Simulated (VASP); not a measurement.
Write the native input for VASP 6.6.1 that does the following.

- Task: single point
- Functional: PBE
- Potentials or basis: VASP PAW PBE potentials, release 64 (Cr_pv)
- Cutoff: 520 eV
- k mesh: 20 × 20 × 20
- Occupations: gaussian, width 0.1 eV
- Spin: no spin polarisation
- Dipole correction: no
- Further INCAR settings: ALGO = Fast; EDIFF = 1e-06; NBANDS = 12

The structure of Cr lies in POSCAR:

```
Cr
1.0
   -1.3948473620      1.3948473620      1.3948473620
    1.3948473620     -1.3948473620      1.3948473620
    1.3948473620      1.3948473620     -1.3948473620
Cr
1
Direct
    0.0000000000      0.0000000000      0.0000000000
```

This cell differs from its parent crystal: volume scaled by 0.94.

One way to write it, as run:

INCAR

```
ALGO = Fast
EDIFF = 1E-6
ENCUT = 520
GGA = PE
ISIF = 2
ISMEAR = 0
LASPH = T
LCHARG = F
LREAL = F
LWAVE = F
NBANDS = 12
NELM = 80
PREC = Accurate
SIGMA = 0.1
```

KPOINTS

```
k-points
0
Gamma
  20 20 20
```

Potentials or basis: VASP PAW PBE potentials, release 64 (Cr_pv).

The run is started by

```bash
$ cat potpaw_PBE.64/Cr_pv/POTCAR > POTCAR
$ mpirun -np 1 vasp_std > vasp.out
```

Results of the run:

```json
{
 "Pressure": "17.7 GPa",
 "Band gap on the k mesh": "zero (band 6 reaches 14.55 eV, above the bottom of band 7 at 10.89 eV)"
}
```

Caveat: the run has no spin polarisation, though such a crystal can be magnetic.

Wall time 30 s on 1 thread of AMD EPYC 7R43 64-Core Processor (Zen 3) (shared host), peak memory 0.11 GiB.
